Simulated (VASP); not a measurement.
# WS2 (R3m) in VASP: notebook, part 2 of 2

VASP 6.6.1. Earlier steps stand in the parts before.

**4. Electric field gradients, LDA (zz strain of +1 %)**

The input, INCAR:

```
ALGO     = Normal         # electronic algorithm
EDIFF    = 1E-8           # SCF threshold, eV
ENCUT    = 520            # plane-wave cutoff, eV
ISIF     = 2              # what is computed and relaxed
ISMEAR   = -1             # smearing method
LASPH    = True           # aspherical terms in the spheres
LCHARG   = False          # write CHGCAR
LEFG     = True         
LREAL    = False          # projectors in reciprocal space
LWAVE    = False          # write WAVECAR
NBANDS   = 20             # bands
NELM     = 80             # most SCF steps
PREC     = Accurate       # precision mode
SIGMA    = 0.08           # smearing width, eV
```

The input, KPOINTS:

```
k-points
0
Gamma
  13 13 13
```

The input, POSCAR:

```
WS2
1.0
    1.5790003843      0.9116362969      6.2249633000
   -1.5790003843      0.9116362969      6.2249633000
    0.0000000000     -1.8232725938      6.2249633000
W S
1 2
Direct
    0.0000000000      0.0000000000      0.0000000000
    0.7503000000      0.7503000000      0.7503000000
    0.5810000000      0.5810000000      0.5810000000
```

Potentials or basis: VASP PAW LDA potentials, release 64 (W_sv, S).

Started as:

```
cat potpaw_LDA.64/W_sv/POTCAR potpaw_LDA.64/S/POTCAR > POTCAR
mpirun -np 1 vasp_std > vasp.out
```

OUTCAR:

```text
EDIFF = 1E-8
   ENCUT = 520
   ISIF = 2
   ISMEAR = -1
   LASPH = True
   LREAL = False
   NELM = 80
   PREC = Accurate

 ion  position               nearest neighbor table
   1  0.000  0.000  0.000-   2 2.40   2 2.40   2 2.40   3 2.43   3 2.43   3 2.43
   2  0.750  0.750  0.750-   1 2.40   1 2.40   1 2.40
   3  0.581  0.581  0.581-   1 2.43   1 2.43   1 2.43

  LATTYP: Found a trigonal (rhomboedric) cell.
 ALAT       =     6.4864852607
 COS(alpha) =     0.8814843792

  Lattice vectors:

 A1 = (   1.5790003843,   0.9116362969,   6.2249633000)
 A2 = (  -1.5790003843,   0.9116362969,   6.2249633000)
 A3 = (   0.0000000000,  -1.8232725938,   6.2249633000)

Analysis of symmetry for initial positions (statically):
=====================================================================
 Subroutine PRICEL returns:
 Original cell was already a primitive cell.

 Routine SETGRP: Setting up the symmetry group for a
 trigonal (rhombohedral) supercell.

 Subroutine GETGRP returns: Found  6 space group operations
 (whereof  6 operations were pure point group operations)
 out of a pool of 12 trial point group operations.

The static configuration has the point symmetry C_3v.

Analysis of symmetry for dynamics (positions and initial velocities):
=====================================================================
 Subroutine PRICEL returns:
 Original cell was already a primitive cell.

 Routine SETGRP: Setting up the symmetry group for a
 trigonal (rhombohedral) supercell.

 Subroutine GETGRP returns: Found  6 space group operations
 (whereof  6 operations were pure point group operations)
 out of a pool of 12 trial point group operations.
[... 706 lines left out ...]
     19      14.8835      0.00000
     20      15.4889      0.00000

 [... further k-points ...]

------------------------ aborting loop because EDIFF is reached ----------------------------------------

  FORCE on cell =-STRESS in cart. coord.  units (eV):
  Direction    XX          YY          ZZ          XY          YZ          ZX
  --------------------------------------------------------------------------------------
  -------------------------------------------------------------------------------------
  Total       -1.4981348     -1.4981348     -1.9879543      0.0000000      0.0000000      0.0000000
  in kB      -44.6446652    -44.6446652    -59.2413687      0.0000000      0.0000000      0.0000000
  external PRESSURE =     -49.5102331 kB  Pullay stress =       0.0000000 kB

 VOLUME and BASIS-vectors are now :
 -----------------------------------------------------------------------------
  energy-cutoff  :      520.00
  volume of cell :       53.76
      direct lattice vectors                 reciprocal lattice vectors
     1.579000384  0.911636297  6.224963300     0.316656034  0.182821447  0.053547839
    -1.579000384  0.911636297  6.224963300    -0.316656034  0.182821447  0.053547839
     0.000000000 -1.823272594  6.224963300     0.000000000 -0.365642893  0.053547839

 POSITION                                       TOTAL-FORCE (eV/Angst)
 -----------------------------------------------------------------------------------
      0.00000      0.00000      0.00000         0.000000      0.000000     -0.573277
      0.00000      0.00000     14.01177         0.000000     -0.000000     -0.236551
      0.00000      0.00000     10.85011         0.000000      0.000000      0.809828
 -----------------------------------------------------------------------------------
    total drift:                                0.000000      0.000000      0.000004

  FREE ENERGIE OF THE ION-ELECTRON SYSTEM (eV)
  ---------------------------------------------------
  free  energy   TOTEN  =       -26.2269937052 eV

  energy  without entropy=      -26.2269628049  energy(sigma->0) =      -26.22697826

 Electric field gradients (V/A^2)
---------------------------------------------------------------------
 ion       V_xx      V_yy      V_zz      V_xy      V_xz      V_yz
---------------------------------------------------------------------
   1      75.734    75.734  -151.468     0.000     0.000    -0.000
   2      23.494    23.494   -46.988    -0.000     0.000    -0.000
   3      19.566    19.566   -39.132    -0.000     0.000     0.000
---------------------------------------------------------------------

 Electric field gradients after diagonalization (V/A^2)
 (convention: |V_zz| > |V_xx| > |V_yy|)
----------------------------------------------------------------------
 ion       V_xx      V_yy      V_zz     asymmetry (V_yy - V_xx)/ V_zz
----------------------------------------------------------------------
   1      75.734    75.734  -151.468       0.000
   2      23.494    23.494   -46.988       0.000
   3      19.566    19.566   -39.132       0.000
----------------------------------------------------------------------

           NMR quadrupolar parameters

 Cq : quadrupolar parameter    Cq=e*Q*V_zz/h
 eta: asymmetry parameters     (V_yy - V_xx)/ V_zz
 Q  : nuclear electric quadrupole moment in mb (millibarn)
----------------------------------------------------------------------
 ion       Cq(MHz)       eta       Q (mb)
----------------------------------------------------------------------
   1      -0.366       0.000       1.000
   2      -0.114       0.000       1.000
   3      -0.095       0.000       1.000
----------------------------------------------------------------------
```

OSZICAR:

```text
N       E                     dE             d eps       ncg     rms          rms(c)
DAV:   1     0.194010778894E+03    0.19401E+03   -0.13020E+04  9240   0.129E+03
DAV:   2    -0.174724271103E+02   -0.21148E+03   -0.20473E+03 10840   0.341E+02
DAV:   3    -0.274563675874E+02   -0.99839E+01   -0.98755E+01 11716   0.697E+01
DAV:   4    -0.275961632186E+02   -0.13980E+00   -0.13969E+00 11108   0.891E+00
DAV:   5    -0.275985854002E+02   -0.24222E-02   -0.24221E-02 11592   0.123E+00    0.268E+01
DAV:   6    -0.264463303894E+02    0.11523E+01   -0.61627E+00 10236   0.165E+01    0.107E+01
DAV:   7    -0.262958991153E+02    0.15043E+00   -0.15669E+00  9728   0.706E+00    0.558E+00
DAV:   8    -0.262289511103E+02    0.66948E-01   -0.30289E-01 10660   0.357E+00    0.113E+00
DAV:   9    -0.262274326941E+02    0.15184E-02   -0.13189E-02 11404   0.778E-01    0.474E-01
DAV:  10    -0.262270221135E+02    0.41058E-03   -0.36124E-03 10836   0.423E-01    0.712E-02
DAV:  11    -0.262269964367E+02    0.25677E-04   -0.46633E-04 10496   0.141E-01    0.590E-02
DAV:  12    -0.262269926870E+02    0.37497E-05   -0.40224E-05 10832   0.492E-02    0.170E-02
DAV:  13    -0.262269937327E+02   -0.10457E-05   -0.30210E-06 10680   0.131E-02    0.820E-03
DAV:  14    -0.262269937072E+02    0.25464E-07   -0.83284E-07 11548   0.550E-03    0.230E-03
DAV:  15    -0.262269937052E+02    0.19982E-08   -0.87128E-08 10768   0.219E-03
   1 F= -.26226994E+02 E0= -.26226978E+02  d E =-.309003E-04
```

stdout:

```text
POSCAR found type information on POSCAR W S
 POSCAR found :  2 types and       3 ions
 scaLAPACK will be used
 LDA part: xc-table for (Slater(with rela. corr.)+CA(PZ))
 , standard interpolation
 POSCAR, INCAR and KPOINTS ok, starting setup
 FFT: planning ... GRIDC
 FFT: planning ... GRID_SOFT
 FFT: planning ... GRID
 WAVECAR not read
 entering main loop
ion   1

ion   2

ion   3
```

Wall time 15 min (1 thread of Intel Xeon 8259CL, shared host); peak memory 0.42 GiB.

What came out:

```yaml
Free_energy: -26.2270 eV
Pressure: -5.0 GPa
Largest_force: 0.810 eV/Å
Band_gap_on_the_k_mesh: 1.04 eV (least direct gap 2.13 eV)
Largest_electric_field_gradient_by_atom: W -151.5; S -47.0, -39.1 V/Å²
```

Forces in eV/Å, atoms in the order of the input:
```
W    0.000  0.000 -0.573
S    0.000  0.000 -0.237
S    0.000  0.000  0.810
```

Electric field gradients, principal values (V/Å²):
```tsv
atom	least	middle	greatest (by size)
1 W	75.734	75.734	-151.468
2 S	23.494	23.494	-46.988
3 S	19.566	19.566	-39.132
```

Caveat: the cell differs from its parent crystal (zz strain of +1 %); the cell stands under tension; without QUAD_EFG the Cq values of the log hold for a quadrupole moment of 1 mb, not for the nuclei; spin-orbit coupling is left out, which moves the levels of the heavy elements.

**5. Summary**

```csv
cell,gap on the mesh (eV),pressure (GPa),largest force (eV/Å)
"a = 6.449 Å, angles 28.4°, 3 atoms",1.01,-4.9,0.68
"a = 6.412 Å, angles 27.6°, 3 atoms",1.07,7.8,0.85
"a = 6.486 Å, angles 28.2°, 3 atoms",1.04,-5.0,0.81
```

Alike in all rows: task electric field gradients; level LDA; potentials or basis VASP PAW LDA potentials, release 64 (W_sv, S); no spin polarisation; k mesh 13 × 13 × 13; cutoff (eV) 520; smearing fermi-dirac 0.08 eV.

Caveats: spin-orbit coupling is left out, which moves the levels of the heavy elements; the cell stands under tension (at least some runs); the cell stands under pressure (at least some runs).

Total energies depend on the potentials used, so only differences within one code and one set of settings carry meaning.
